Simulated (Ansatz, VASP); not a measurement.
## TePb: VASP beside Ansatz

```xyz
2
Lattice="4.0023 0.0000 0.0000 0.0000 4.0023 0.0000 0.0000 0.0000 4.0023" Properties=species:S:1:pos:R:3 pbc="T T T"
Pb    0.0000    0.0000    0.0000
Te    2.0011    2.0011    2.0011
```

Alike in both runs: task relaxation of cell and atoms; functional PBEsol; dispersion D4; k mesh 7 × 7 × 7; occupations fermi-dirac, width 0.05 eV; no spin polarisation.

|  | VASP | Ansatz |
| --- | --- | --- |
| version | VASP 6.6.1 | Ansatz 0.2.0 |
| potentials or method | VASP PAW PBE potentials, release 64 (Pb_d, Te), cutoff 600 eV | all-electron LAPW, scalar-relativistic |

```csv
,VASP,Ansatz,Ansatz less VASP
relaxed volume (Å³/atom),29.10,29.11,+0.005
relaxed cell length with the largest relative difference (Å),3.875,3.876,+0.0002
```

VASP's potentials were made for PBE, not for PBEsol. Ansatz ran all-electron here, and VASP with PAW potentials.

Spin-orbit coupling is off throughout.
